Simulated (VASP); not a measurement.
Rh: single point with PBEsol

Rh:

```
Rh
1.0
     2.71265    0.00000    0.00000
    -1.35633    2.34923    0.00000
     0.00000    0.00000    4.39877
Rh
2
Direct
  0.66667 0.33333 0.75000
  0.33333 0.66667 0.25000
```

```
Program             : VASP 6.6.1
Task                : single point
Functional          : PBEsol
Potentials or basis : VASP PAW PBE potentials, release 64 (Rh_pv)
Cutoff              : 520 eV
k mesh              : 12 × 12 × 7
Occupations         : gaussian, width 0.1 eV
Spin                : no spin polarisation
```

| Quantity | Value |
| --- | --- |
| Pressure | -9.2 GPa |
| Band gap on the k mesh | zero (band 15 reaches 12.10 eV, above the bottom of band 16 at 9.75 eV) |

Stress tensor (GPa, compression positive):
```
-9.12  0.00  0.00
 0.00 -9.12  0.00
 0.00  0.00 -9.34
```

Levels at points of the mesh, in eV from the Fermi level:
```csv
k point,band 12,band 13,band 14,band 15,band 16,band 17,band 18,band 19
"(0.00, 0.00, 0.00)",-2.47,-2.47,-1.86,-1.86,0.12,0.12,0.62,8.33
"(0.50, 0.00, 0.00)",-2.22,-2.15,0.41,0.59,0.71,2.93,4.99,10.11
```

Wall time 21 s on 1 thread of AMD EPYC 9R45 96-Core Processor (Zen 5), on a shared host, peak memory 0.13 GiB.

Caveat: the PAW data sets were made with another functional, which shifts forces and pressure a little.
